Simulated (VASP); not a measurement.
Input of a VASP 6.6.1 run:

Contents of POSCAR:

```
InP
1.0
    0.0000000000      2.7806956815      2.9537876370
    2.7806956815      0.0000000000      2.9537876370
    2.7806956815      2.7806956815      0.0000000000
In P
1 1
Direct
    0.0000000000      0.0000000000      0.0000000000
    0.2500000000      0.2500000000      0.2500000000
```

Contents of INCAR.step1:

```
PREC = Accurate
ENCUT = 520
ISMEAR = 0
SIGMA = 0.01
LREAL = F
LASPH = T
NELM = 100
NBANDS = 16
GGA = PE
ALGO = Normal
EDIFF = 1E-4
LWAVE = T
LCHARG = F
```

The input INCAR.step2:

```
PREC = Accurate
ENCUT = 520
EDIFF = 1E-6
ISMEAR = 0
SIGMA = 0.01
LREAL = F
LASPH = T
NELM = 100
ALGO = Normal
ISIF = 2
LWAVE = F
LCHARG = F
METAGGA = R2SCAN
LMIXTAU = T
NBANDS = 16
ISTART = 1
```

The input KPOINTS:

```
Automatic mesh
0
Gamma
  8 8 8
```

Potentials or basis: VASP PAW PBE potentials, release 64 (In_d, P).

Launch:

```sh
$ cat potpaw_PBE.64/In_d/POTCAR potpaw_PBE.64/P/POTCAR > POTCAR
$ cp INCAR.step1 INCAR
$ mpirun -np 1 vasp_std > vasp.out
$ cp INCAR.step2 INCAR
$ mpirun -np 1 vasp_std > vasp.out
```

What does it give for the band gap on the k mesh?

1.59 eV, indirect (the least direct gap lies 3.8 meV higher).

Estimate the pressure.

10.5 GPa.

Stress tensor (GPa, compression positive):
```
11.40  0.00  0.00
 0.00 11.40  0.00
 0.00  0.00  8.65
```

Caveat: the cell differs from its parent crystal (biaxial xy strain -5.9%); the PAW data sets were made with another functional, which shifts forces and pressure a little; spin-orbit coupling is left out, which moves the levels of the heavy elements. A k mesh can miss the band edges.
